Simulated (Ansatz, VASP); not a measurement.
**One calculation of Te, two programs**

Contents of INCAR:

```
SYSTEM = Te
PREC = Accurate
ENCUT = 520
EDIFF = 1E-7
ISMEAR = 0
SIGMA = 0.15
LREAL = .False.
LASPH = .True.
NELM = 100
ALGO = Normal
ISIF = 2
LWAVE = .False.
LCHARG = .False.
GGA = PE
NBANDS = 9
```

The input KPOINTS:

```
Automatic mesh
0
Gamma
  15 15 15
  0 0 0
```

POSCAR

```
Te
1.0
    2.1471648622      1.3134001201      1.6226903125
   -2.4025866150      1.3134001201      1.9411729159
   -0.1277108764     -2.6268002401      1.7819316142
Te
1
Direct
    0.5000000000      0.5000000000      0.5000000000
```

Input for Ansatz:

```yaml
crystal:
  lattice:
    - [2.1471648622, 1.3134001201, 1.6226903125]
    - [-2.402586615, 1.3134001201, 1.9411729159]
    - [-0.1277108764, -2.6268002401, 1.7819316142]
  atoms:
    - { symbol: Te, position: [0.5, 0.5, 0.5] }
basis:
  ecutwfc: 420
kpoints:
  mp_grid: { grid: [15, 15, 15] }
hamiltonian:
  xc: pbe
scf:
  occupations: { method: gaussian, width: 0.15 }
output:
  forces: true
  stress: true
  eigenvalues: true
```

Change from the starting cell: engineering shear strain xz -0.1400, normal strain along z -0.0233.

Alike in both runs: task single point; functional PBE; k mesh 15 × 15 × 15; occupations gaussian, width 0.15 eV; no spin polarisation.

|  | VASP | Ansatz |
| --- | --- | --- |
| version | VASP 6.6.1 | Ansatz 0.2.0 |
| potentials or method | VASP PAW PBE potentials, release 64 (Te), cutoff 520 eV | scalar-relativistic, plane waves, PAW |
| valence electrons in the cell | 6 | 16 |

```tsv
	VASP	Ansatz	Ansatz less VASP
gap on the k mesh at the Fermi level (eV)	none	none	-
pressure (GPa)	2.3	2.3	+0.04
traceless stress, the component that is largest in VASP (GPa)	3.06	3.09	+0.023
```

A gap of «none» marks a metal or a gap that the smearing closes. The functional is the same, so the differences come from potentials, cutoffs and numerics. VASP's potentials hold 6 valence electrons a cell and Ansatz's 16, so a difference there can come from the potentials and not from the codes.

Neither program's run includes spin-orbit coupling.
